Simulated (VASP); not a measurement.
Wanted: the native input for a VASP 6.6.1 run.

```yaml
Task: single point
Functional: LDA
Potentials_or_basis: VASP PAW LDA potentials, release 64 (Mg_sv, O)
Cutoff: 840 eV
k_mesh: 6 × 6 × 6
Occupations: gaussian, width 0.05 eV
Spin: no spin polarisation
Dipole_correction: no
Further_INCAR_settings: ALGO = Normal; EDIFF = 1e-06; NBANDS = 42
```

The structure of MgO lies in POSCAR:

```
MgO
1.0
    4.1607146133      0.0000000000      0.0000000000
    0.0000000000     -4.1607146133      0.0000000000
    0.0000000000      0.0000000000     -4.1607146133
Mg O
4 4
Direct
   -0.0706985334      1.0706985334      1.0249957062
    0.5000000000      0.5000000000      1.0000000000
    0.5000000000      1.0000000000      0.5000000000
    0.0000000000      0.5000000000      0.5000000000
    0.5000000000      0.0000000000      0.0000000000
    0.0000000000      0.5000000000      0.0000000000
    0.0000000000      0.0000000000      0.5000000000
    0.5000000000      0.5000000000      0.5000000000
```

This cell differs from its parent crystal: atom 1 (Mg) moved by -0.416 Å along [1 1 0] and -0.104 Å along [0 0 1].

The input as run:

INCAR

```
ALGO = Normal
EDIFF = 1E-6
ENCUT = 840
GGA_COMPAT = F
ISIF = 2
ISMEAR = 0
LASPH = T
LCHARG = F
LREAL = F
LWAVE = F
NBANDS = 42
NELM = 120
PREC = Accurate
SIGMA = 0.05
```

KPOINTS

```
k-points
0
Gamma
  6 6 6
```

Potentials or basis: VASP PAW LDA potentials, release 64 (Mg_sv, O).

The run is started by

```console
$ cat potpaw_LDA.64/Mg_sv/POTCAR potpaw_LDA.64/O/POTCAR > POTCAR
$ mpirun -np 1 vasp_std > vasp.out
```

It gave:

```json
{
 "Pressure": "6.5 GPa",
 "Largest force": "5.270 eV/Å",
 "Band gap on the k mesh": "4.98 eV"
}
```

Caveat: the cell differs from its parent crystal (atom 1 (Mg) moved by -0.416 Å along [1 1 0] and -0.104 Å along [0 0 1]); the stress differs along the axes, from 2 to 9 GPa; forces of over 1 eV/Å act on the atoms, so gaps and moduli don't describe the material at rest.

Run time: 4.7 min on 1 thread of Intel(R) Xeon(R) Platinum 8259CL CPU @ 2.50GHz (Skylake/Cascade Lake) (shared host), peak memory 0.4 GiB.
